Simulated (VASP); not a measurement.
**SnSe: single point with r2SCAN**

SnSe:

```xyz
2
Lattice="0.0000 3.0100 3.0100 3.0100 0.0000 3.0100 3.0100 3.0100 0.0000" Properties=species:S:1:pos:R:3 pbc="T T T"
Sn    0.0000    0.0000    0.0000
Se    3.0100    3.0100    3.0100
```

```json
{"Program": "VASP 6.6.1", "Task": "single point", "Functional": "r2SCAN", "Potentials or basis": "VASP PAW PBE potentials, release 64 (Sn_d, Se)", "Cutoff": "520 eV", "k mesh": "10 × 10 × 10", "Occupations": "gaussian, width 0.02 eV", "Spin": "no spin polarisation", "Dipole correction": "no", "Further INCAR settings": "ALGO = Normal; EDIFF = 1e-06; NBANDS = 17"}
```

The pressure is 0.0 GPa and the band gap on the k mesh is 0.45 eV, direct.

Levels at points of the mesh, in eV from the valence-band top:
| k point | band 7 | band 8 | band 9 | band 10 | band 11 | band 12 | band 13 | band 14 |
| --- | --- | --- | --- | --- | --- | --- | --- | --- |
| (0.00, 0.00, 0.00) | -5.26 | -2.64 | -2.64 | -2.64 | 4.36 | 4.36 | 4.36 | 6.04 |
| (0.50, 0.00, 0.00) | -8.57 | -2.37 | -2.37 | 0.00 | 0.45 | 1.13 | 1.13 | 8.57 |
| (0.50, 0.50, 0.00) | -6.36 | -5.95 | -4.10 | -4.10 | 3.11 | 5.46 | 5.46 | 6.15 |

Wall time 110 s on 1 thread of AMD EPYC 9R45 (Zen 5), on a shared host, peak memory 0.17 GiB.

Caveat: the PAW data sets were made with another functional, which shifts forces and pressure a little; spin-orbit coupling is left out, which moves the levels of the heavy elements. A k mesh can miss the band edges.
